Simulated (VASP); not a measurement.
Runs of VASP 6.6.1 on Mn. The structure is that of space group Fd-3m (No. 227), or close to it. The cells are those of the table. This isn't the form of Mn at room conditions, which is a 58-atom cubic cell.

```tsv
task	cell	k mesh	cutoff (eV)	gap on the mesh (eV)	pressure (GPa)	moment (μB)
relaxation of cell and atoms	relaxed from a = 3.553 Å, angles 60.0°, 2 atoms	11 × 11 × 11	600	none	0.0	0.00
single point	a = 3.725 Å, angles 60.0°, 2 atoms	12 × 12 × 12	520	none	-3.0	0.00
single point	a = 3.771 Å, angles 60.0°, 2 atoms	12 × 12 × 12	520	none	-4.1	0.00
single point	a = 3.631 Å, angles 60.0°, 2 atoms	17 × 17 × 17	520	none	(a)	0.00
```

Alike in all rows: level PBE; potentials or basis VASP PAW PBE potentials, release 64 (Mn_pv); spin collinear, antiferromagnetic start; smearing fermi-dirac 0.05 eV.

Fill in the values left out.

(a) 0.4.

Caveats: the cell stands under tension (at least some runs).

A gap of «none» marks levels without a gap at the run's occupations.
